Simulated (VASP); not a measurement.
# NbAs in VASP: density of states with PBE

Aim: the density of states of NbAs with PBE.

Everything below comes from runs of VASP 6.6.1. Logs are shortened: lines on timing, memory, paths and dates and some standing lists are left out, and cuts for length are marked.

### 1 The cell of the first run

The cell holds a sheet with vacuum, 2 atoms: a = 3.612 Å, b = 3.612 Å, c = 23.800 Å, α = 90.00°, β = 90.00°, γ = 90.00°.

### 2 Density of states, PBE

Contents of POSCAR:

```
NbAs
1.0
    3.6117000000      0.0000000000      0.0000000000
    0.0000000000      3.6117000000      0.0000000000
    0.0000000000      0.0000000000     23.8000000000
Nb As
1 1
Direct
    0.0000000000      0.0000000000      0.2941200000
    0.5000000000      0.5000000000      0.2941200000
```

Contents of INCAR.step1:

```
ALGO = Normal
DIPOL = 0.5 0.5 0.294
EDIFF = 1E-6
ENCUT = 520
GGA = PE
IDIPOL = 3
ISIF = 2
ISMEAR = -1
LASPH = True
LCHARG = True
LDIPOL = True
LMAXMIX = 4
LREAL = False
LWAVE = False
NBANDS = 16
NELM = 80
PREC = Accurate
SIGMA = 0.05
```

Contents of KPOINTS.step1:

```
k-points
0
Gamma
  7 7 1
```

Contents of INCAR.step2:

```
ALGO = Normal
DIPOL = 0.5 0.5 0.294
EDIFF = 1E-6
ENCUT = 520
GGA = PE
ICHARG = 11
IDIPOL = 3
ISIF = 2
ISMEAR = -5
LASPH = True
LCHARG = False
LDIPOL = True
LMAXMIX = 4
LORBIT = 10
LREAL = False
LWAVE = False
NBANDS = 16
NEDOS = 1001
NELM = 80
PREC = Accurate
SIGMA = 0.05
```

Contents of KPOINTS.step2:

```
k-points
0
Gamma
  11 11 1
```

Potentials or basis: VASP PAW PBE potentials, release 64 (Nb_sv, As).

Command:

```sh
$ cat potpaw_PBE.64/Nb_sv/POTCAR potpaw_PBE.64/As/POTCAR > POTCAR
$ cp INCAR.step1 INCAR
$ cp KPOINTS.step1 KPOINTS
$ mpirun -np 1 vasp_std > vasp.out
$ cp INCAR.step2 INCAR
$ cp KPOINTS.step2 KPOINTS
$ mpirun -np 1 vasp_std > vasp.out
```

OUTCAR:

```text
EDIFF = 1E-6
   ENCUT = 520
   GGA = PE
   ICHARG = 11
   ISIF = 2
   ISMEAR = -5
   LASPH = True
   LORBIT = 10
   LREAL = False
   NELM = 80
   PREC = Accurate

 ion  position               nearest neighbor table
   1  0.000  0.000  0.294-   2 2.55   2 2.55   2 2.55   2 2.55
   2  0.500  0.500  0.294-   1 2.55   1 2.55   1 2.55   1 2.55

  LATTYP: Found a simple tetragonal cell.
 ALAT       =     3.6117000000
 C/A-ratio  =     6.5896946036

  Lattice vectors:

 A1 = (   3.6117000000,   0.0000000000,   0.0000000000)
 A2 = (   0.0000000000,   3.6117000000,   0.0000000000)
 A3 = (   0.0000000000,   0.0000000000,  23.8000000000)

Analysis of symmetry for initial positions (statically):
=====================================================================
 Subroutine PRICEL returns:
 Original cell was already a primitive cell.

 Routine SETGRP: Setting up the symmetry group for a
 simple tetragonal supercell.

 Subroutine GETGRP returns: Found 16 space group operations
 (whereof  8 operations were pure point group operations)
 out of a pool of 16 trial point group operations.

The static configuration has the point symmetry C_4v.
 The point group associated with its full space group is D_4h.

Analysis of symmetry for dynamics (positions and initial velocities):
=====================================================================
 Subroutine PRICEL returns:
 Original cell was already a primitive cell.

 Routine SETGRP: Setting up the symmetry group for a
 simple tetragonal supercell.

 Subroutine GETGRP returns: Found 16 space group operations
 (whereof  8 operations were pure point group operations)
 out of a pool of 16 trial point group operations.

The dynamic configuration has the point symmetry C_4v.
 The point group associated with its full space group is D_4h.

 Subroutine INISYM returns: Found 16 space group operations
 (whereof  8 operations are pure point group operations),
 and found     1 'primitive' translations

----------------------------------------------------------------------------------------

                                     Primitive cell

  volume of cell :     310.4562

  direct lattice vectors                    reciprocal lattice vectors
     3.611700000  0.000000000  0.000000000     0.276877925  0.000000000  0.000000000
     0.000000000  3.611700000  0.000000000     0.000000000  0.276877925  0.000000000
     0.000000000  0.000000000 23.800000000     0.000000000  0.000000000  0.042016807

  length of vectors
     3.611700000  3.611700000 23.800000000     0.276877925  0.276877925  0.042016807

  position of ions in fractional coordinates (direct lattice)
     0.000000000  0.000000000  0.294120000
     0.500000000  0.500000000  0.294120000

  ion indices of the primitive-cell ions
   primitive index   ion index
                 1           1
                 2           2

----------------------------------------------------------------------------------------

 KPOINTS: k-points

Automatic generation of k-mesh.
 Grid dimensions read from file:
 generate k-points for:   11   11    1

 Generating k-lattice:

  Cartesian coordinates                     Fractional coordinates (reciprocal lattice)
     0.025170720  0.000000000  0.000000000     0.090909091  0.000000000  0.000000000
     0.000000000  0.025170720  0.000000000     0.000000000  0.090909091  0.000000000
     0.000000000  0.000000000  0.042016807     0.000000000  0.000000000  1.000000000

  Length of vectors
     0.025170720  0.025170720  0.042016807

  Shift w.r.t. Gamma in fractional coordinates (k-lattice)
     0.000000000  0.000000000  0.000000000

 TETIRR: Found    169 inequivalent tetrahedra from      726

 Subroutine IBZKPT returns following result:
 ===========================================

 Found     21 irreducible k-points:

 Following reciprocal coordinates:
            Coordinates               Weight
  0.000000  0.000000  0.000000      1.000000
  0.090909  0.000000  0.000000      4.000000
  0.181818  0.000000  0.000000      4.000000
  0.272727  0.000000  0.000000      4.000000
  0.363636  0.000000  0.000000      4.000000
  0.454545  0.000000  0.000000      4.000000
[... 13 lines left out ...]
  0.454545  0.363636  0.000000      8.000000
  0.454545  0.454545  0.000000      4.000000
   k-points           NKPTS =     21   k-points in BZ     NKDIM =     21   number of bands    NBANDS=     16
   number of dos      NEDOS =   1001   number of ions     NIONS =      2
   total plane-waves  NPLWV = 141120
   dimension x,y,z NGX =    28 NGY =   28 NGZ =  180
   dimension x,y,z NGXF=    56 NGYF=   56 NGZF=  360
   ions per type =               1   1
   NGX,Y,Z   is equivalent  to a cutoff of  12.89, 12.89, 12.57 a.u.
   NGXF,Y,Z  is equivalent  to a cutoff of  25.78, 25.78, 25.15 a.u.
 SYSTEM =  unknown system
   PREC   = accura    normal or accurate (medium, high low for compatibility)
   ISTART =      0    job   : 0-new  1-cont  2-samecut
   ICHARG =     11    charge: 1-file 2-atom 10-const
   ISPIN  =      1    spin polarized calculation?
   LNONCOLLINEAR =      F non collinear calculations
   LSORBIT =      F    spin-orbit coupling
   LASPH  =      T    aspherical Exc in radial PAW
   ENCUT  =  520.0 eV  38.22 Ry    6.18 a.u.   6.72  6.72 44.25*2*pi/ulx,y,z
   NELM   =     80;   NELMIN=  2; NELMDL=  0     # of ELM steps
   EDIFF  = 0.1E-05   stopping-criterion for ELM
   LREAL  =      F    real-space projection
   EDIFFG = 0.1E-04   stopping-criterion for IOM
   NSW    =      0    number of steps for IOM
   IBRION =     -1    ionic relax: 0-MD 1-quasi-New 2-CG
   NFREE  =      0    steps in history (QN), initial steepest desc. (CG)
   ISIF   =      2    stress and relaxation
   ISYM   =      2    0-nonsym 1-usesym 2-fastsym
   POTIM  = 0.5000    time-step for ionic-motion
   TEBEG  =    0.0;   TEEND  =   0.0 temperature during run
   PSTRESS=    0.0 pullay stress
   NELECT =      18.0000    total number of electrons
   NUPDOWN=      -1.0000    fix difference up-down
   EMIN   =  10.00;   EMAX   =-10.00  energy-range for DOS
   EFERMI =   0.00;   METHOD = LEGACY
   ISMEAR =    -5;   SIGMA  =   0.05  broadening in eV -4-tet -1-fermi 0-gaus
   EFERMI_NEDOS =   21; number of points for ismear=-14 and -15
   IALGO  =     38    algorithm
   IMIX   =      4    mixing-type and parameters
     AMIX     =   0.40;   BMIX     =  1.00
     AMIX_MAG =   1.60;   BMIX_MAG =  1.00
  volume/ion in A,a.u.               =     155.23      1047.53
  Fermi-wavevector in a.u.,A,eV,Ry     =   0.633625  1.197377  5.462474  0.401481
  Thomas-Fermi vector in A             =   1.697345
   LORBIT       =     10    0 simple, 1 ext, 2 COOP (PROOUT), +10 PAW based schemes
   GGA     = PE    functional components
   LHFCALC =     F    Hartree Fock is set to
   AEXX    =    0.0000 exact exchange contribution
   IVDW    =     0    specifies the selected vdW correction
   LEPSILON=     F    determine dielectric tensor
   LRPA    =     F    only Hartree local field effects (RPA)
 non-spin polarized calculation
 Fermi weights with tetrahedron method with Bloechl corrections
  energy-cutoff  :      520.00
  volume of cell :      310.46
 maximum number of plane-waves:      8387
 NGX is ok and might be reduce to    28

 number of electron      18.0000000 magnetization

 dipolmoment           0.000000      0.000000      0.000001 electrons x Angstroem

 Free energy of the ion-electron system (eV)
  ---------------------------------------------------
  ext. energy  EPLUGINS =         0.00000000
  ---------------------------------------------------
  free energy    TOTEN  =       -13.38483001 eV

  energy without entropy =      -13.38483001  energy(sigma->0) =      -13.38483001

 E-fermi :  -2.7305     XC(G=0):  -2.1075

 val. band max:       -2.7168934868   @ k =   0.3636   0.0909   0.0000
 cond. band min:      -2.6471034494   @ k =   0.2727   0.2727   0.0000
 fundamental gap:      0.0697900374
 Fermi energy:        -2.7305047015

 k-point     1 :       0.0000    0.0000    0.0000
  band No.  band energies     occupation
      1     -58.4210      2.00000
      2     -34.5121      2.00000
      3     -34.5121      2.00000
      4     -34.4195      2.00000
      5     -14.8088      2.00000
      6      -5.3789      2.00000
[... 8 lines left out ...]
     15       1.0584      0.00000
     16       1.7669      0.00000

 k-point     2 :       0.0909    0.0000    0.0000
  band No.  band energies     occupation
      1     -58.4205      2.00000
      2     -34.5224      2.00000
      3     -34.5102      2.00000
      4     -34.4186      2.00000
      5     -14.7169      2.00000
      6      -5.4282      2.00000
[... 8 lines left out ...]
     15       1.1479      0.00000
     16       1.8955      0.00000

 k-point     3 :       0.1818    0.0000    0.0000
  band No.  band energies     occupation
      1     -58.4191      2.00000
      2     -34.5498      2.00000
      3     -34.5051      2.00000
      4     -34.4164      2.00000
      5     -14.4544      2.00000
      6      -6.0101      2.00000
[... 8 lines left out ...]
     15       1.4435      0.00000
     16       2.1996      0.00000
[... 305 lines left out ...]
 k-point    20 :       0.4545    0.3636    0.0000
  band No.  band energies     occupation
      1     -58.4087      2.00000
      2     -34.6164      2.00000
      3     -34.5934      2.00000
      4     -34.4023      2.00000
      5     -13.7409      2.00000
      6      -6.5629      2.00000
[... 8 lines left out ...]
     15       2.6307      0.00000
     16       4.0528      0.00000

 k-point    21 :       0.4545    0.4545    0.0000
  band No.  band energies     occupation
      1     -58.4076      2.00000
      2     -34.6126      2.00000
      3     -34.6124      2.00000
      4     -34.4010      2.00000
      5     -13.8135      2.00000
      6      -6.0092      2.00000
[... 8 lines left out ...]
     15       3.2975      0.00000
     16       4.8125      0.00000

------------------------ aborting loop because EDIFF is reached ----------------------------------------

 vacuum level on the upper side and lower side of the slab       (xc-potential included)        -0.008        -0.008

  FORCE on cell =-STRESS in cart. coord.  units (eV):
  Direction    XX          YY          ZZ          XY          YZ          ZX
  --------------------------------------------------------------------------------------
  -------------------------------------------------------------------------------------
  Total       -1.1482374     -1.1482374      0.1615920      0.0000000      0.0000000      0.0000000
  in kB       -5.9257318     -5.9257318      0.8339308      0.0000000      0.0000000      0.0000000
  external PRESSURE =      -3.6725109 kB  Pullay stress =       0.0000000 kB

 VOLUME and BASIS-vectors are now :
 -----------------------------------------------------------------------------
  energy-cutoff  :      520.00
  volume of cell :      310.46
      direct lattice vectors                 reciprocal lattice vectors
     3.611700000  0.000000000  0.000000000     0.276877925  0.000000000  0.000000000
     0.000000000  3.611700000  0.000000000     0.000000000  0.276877925  0.000000000
     0.000000000  0.000000000 23.800000000     0.000000000  0.000000000  0.042016807

 POSITION                                       TOTAL-FORCE (eV/Angst)
 -----------------------------------------------------------------------------------
      0.00000      0.00000      7.00006         0.000000     -0.000000     -0.000000
      1.80585      1.80585      7.00006         0.000000      0.000000      0.000000
 -----------------------------------------------------------------------------------
    total drift:                               -0.000000     -0.000000      0.000002

  FREE ENERGIE OF THE ION-ELECTRON SYSTEM (eV)
  ---------------------------------------------------
  free  energy   TOTEN  =       -13.3848300104 eV

  energy  without entropy=      -13.3848300104  energy(sigma->0) =      -13.38483001

 vacuum level on the upper side and lower side of the slab         1.682         1.682

 total charge

# of ion       s       p       d       tot
------------------------------------------
    1        2.130   5.973   2.507  10.611
    2        1.218   1.600   0.052   2.870
--------------------------------------------------
tot          3.348   7.574   2.559  13.481
```

Run time: 6 min. Hardware: 1 thread of AMD EPYC 7R13, shared host; peak memory 0.36 GiB.

What came out:

| Property | Result |
| --- | --- |
| Valence electrons inside the program's atomic spheres | Nb 10.61; As 2.87 |

Caveat: tetrahedron occupations give inexact forces and stress in metals.
